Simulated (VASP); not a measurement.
Set up this calculation in VASP 6.6.1, as the native input.

```
Task                   : single point
Functional             : r2SCAN
Potentials or basis    : VASP PAW PBE potentials, release 64 (Ti_sv)
Cutoff                 : 520 eV
k mesh                 : 18 × 18 × 18
Occupations            : gaussian, width 0.1 eV
Spin                   : no spin polarisation
Dipole correction      : no
Further INCAR settings : ALGO = Normal; EDIFF = 1e-06; NBANDS = 12
```

Ti:

```
CELL_PARAMETERS angstrom
0.00000 2.03439 2.03439
2.03439 0.00000 2.03439
2.03439 2.03439 0.00000
ATOMIC_POSITIONS crystal
Ti 0.00000 0.00000 0.00000
```

This cell differs from its parent crystal: volume scaled by 0.97.

These files were run (other wordings do the same):

POSCAR

```
Ti
1.0
    0.0000000000      2.0343910907      2.0343910907
    2.0343910907      0.0000000000      2.0343910907
    2.0343910907      2.0343910907      0.0000000000
Ti
1
Direct
    0.0000000000      0.0000000000      0.0000000000
```

INCAR.step1

```
PREC = Accurate ; ENCUT = 520
ISMEAR = 0 ; SIGMA = 0.1
LREAL = F ; LASPH = T
NELM = 80 ; NBANDS = 12
GGA = PE ; ALGO = Normal
EDIFF = 1E-4 ; LWAVE = T
LCHARG = F
```

INCAR.step2

```
PREC = Accurate ; ENCUT = 520
EDIFF = 1E-6 ; ISMEAR = 0
SIGMA = 0.1 ; LREAL = F
LASPH = T ; NELM = 80
ALGO = Normal ; ISIF = 2
LWAVE = F ; LCHARG = T
METAGGA = R2SCAN ; LMIXTAU = T
LELF = T ; LVHAR = T
NBANDS = 12 ; ISTART = 1
```

KPOINTS

```
regular mesh
0
Gamma
  18 18 18
```

Potentials or basis: VASP PAW PBE potentials, release 64 (Ti_sv).

The run is started by

```sh
$ cat potpaw_PBE.64/Ti_sv/POTCAR > POTCAR
$ cp INCAR.step1 INCAR
$ mpirun -np 1 vasp_std > vasp.out
$ cp INCAR.step2 INCAR
$ mpirun -np 1 vasp_std > vasp.out
```

It gave:

```json
{
 "Pressure": "4.0 GPa",
 "Band gap on the k mesh": "zero (band 6 reaches 9.59 eV, above the bottom of band 7 at 8.12 eV)"
}
```

Caveat: the PAW data sets were made with another functional, which shifts forces and pressure a little.

Run time: 52 s on 1 thread of Intel(R) Xeon(R) 6975P-C (Granite Rapids), with other jobs on the host, peak memory 0.17 GiB.
